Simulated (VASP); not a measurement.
Runs of VASP 6.6.1 on Cu. The structure is that of space group Cmcm (No. 63), or close to it. The cells are those of the table. 

```csv
level,potentials or basis,cell,k mesh,gap on the mesh (eV),pressure (GPa),largest force (eV/Å)
LDA,"VASP PAW LDA potentials, release 64 (Cu)","a = 4.159, b = 4.159, c = 2.475 Å, angles 90.0, 90.0, 145.9°, 2 atoms",6 × 6 × 6,none,-6.8,0.03
PBEsol,"VASP PAW PBE potentials, release 64 (Cu)","a = 4.159, b = 4.159, c = 2.475 Å, angles 90.0, 90.0, 145.9°, 2 atoms",11 × 11 × 11,none,-0.8,0.74
LDA,"VASP PAW LDA potentials, release 64 (Cu)","a = 4.214, b = 4.214, c = 2.508 Å, angles 90.0, 90.0, 145.9°, 2 atoms",11 × 11 × 11,none,-11.5,0.08
LDA,"VASP PAW LDA potentials, release 64 (Cu)","a = 4.240, b = 4.240, c = 2.524 Å, angles 90.0, 90.0, 145.9°, 2 atoms",11 × 11 × 11,none,-13.4,0.10
PBE,"VASP PAW PBE potentials, release 64 (Cu)","a = 4.159, b = 4.159, c = 2.500 Å, angles 90.0, 90.0, 145.9°, 2 atoms",11 × 11 × 11,none,5.5,0.04
LDA,"VASP PAW LDA potentials, release 64 (Cu)","a = 4.159, b = 4.159, c = 2.475 Å, angles 90.0, 90.0, 145.9°, 2 atoms",11 × 11 × 11,none,-6.7,0.04
PBEsol,"VASP PAW PBE potentials, release 64 (Cu)","a = 4.240, b = 4.240, c = 2.524 Å, angles 90.0, 90.0, 145.9°, 2 atoms",11 × 11 × 11,none,-8.1,0.07
PBEsol,"VASP PAW PBE potentials, release 64 (Cu)","a = 4.159, b = 4.159, c = 2.475 Å, angles 90.0, 90.0, 145.9°, 2 atoms",6 × 6 × 6,none,-0.9,-
PBE,"VASP PAW PBE potentials, release 64 (Cu)","a = 4.159, b = 4.159, c = 2.475 Å, angles 90.0, 90.0, 145.9°, 2 atoms",11 × 11 × 11,none,(b),0.05
r2SCAN,"VASP PAW PBE potentials, release 64 (Cu)","a = 4.159, b = 4.159, c = 2.475 Å, angles 90.0, 90.0, 145.9°, 2 atoms",6 × 6 × 6,none,(a),0.02
LDA,"VASP PAW LDA potentials, release 64 (Cu)","a = 4.186, b = 4.186, c = 2.492 Å, angles 90.0, 90.0, 145.9°, 2 atoms",11 × 11 × 11,none,-9.5,(d)
LDA,"VASP PAW LDA potentials, release 64 (Cu)","a = 4.103, b = 4.103, c = 2.442 Å, angles 90.0, 90.0, 145.9°, 2 atoms",11 × 11 × 11,none,(c),0.02
```

Alike in all rows: task single point; no spin polarisation; cutoff (eV) 520; smearing fermi-dirac 0.05 eV.

Q: Fill in the values left out.

A: (a) 1.0; (b) 7.8; (c) -0.5; (d) 0.06.

Caveats: some runs use coarse meshes; the PAW data sets were made with another functional, which shifts forces and pressure a little (some runs).

A gap of «none» marks levels without a gap at the run's occupations.
